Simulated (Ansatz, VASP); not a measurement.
## Two plane-wave programs on AlRu

```
Al Ru
1.0
     2.95337    0.00000    0.00000
     0.00000    2.95337    0.00000
     0.00000    0.00000    2.95337
Al Ru
1 1
Direct
  0.00000 0.00000 0.00000
  0.50000 0.50000 0.50000
```

Alike in both runs: functional LDA; k mesh 12 × 12 × 12; occupations fermi-dirac, width 0.05 eV; no spin polarisation.

Ansatz relaxed the structure, and its values are those at the end. VASP's run is a single point on that final structure, the one shown.

|  | VASP | Ansatz |
| --- | --- | --- |
| version | VASP 6.6.1 | Ansatz 0.2.0 |
| potentials or method | VASP PAW LDA potentials, release 64 (Al, Ru_pv) | PAW with Ansatz's default frozen-core files, scalar-relativistic |
| plane-wave cutoff (eV) | 520 | 420 |
| valence electrons in the cell | 17 | 19 |

Ansatz gave:

| Item | Value |
| --- | --- |
| pressure (GPa) | 0.0 |

Task: Estimate VASP's values.

Result: Pressure (GPa): 0.6.

LDA's correlation is that of Perdew and Zunger in VASP and of Perdew and Wang (1992) in Ansatz. VASP's potentials hold 17 valence electrons a cell and Ansatz's 19, so a difference there can come from the potentials and not from the codes.
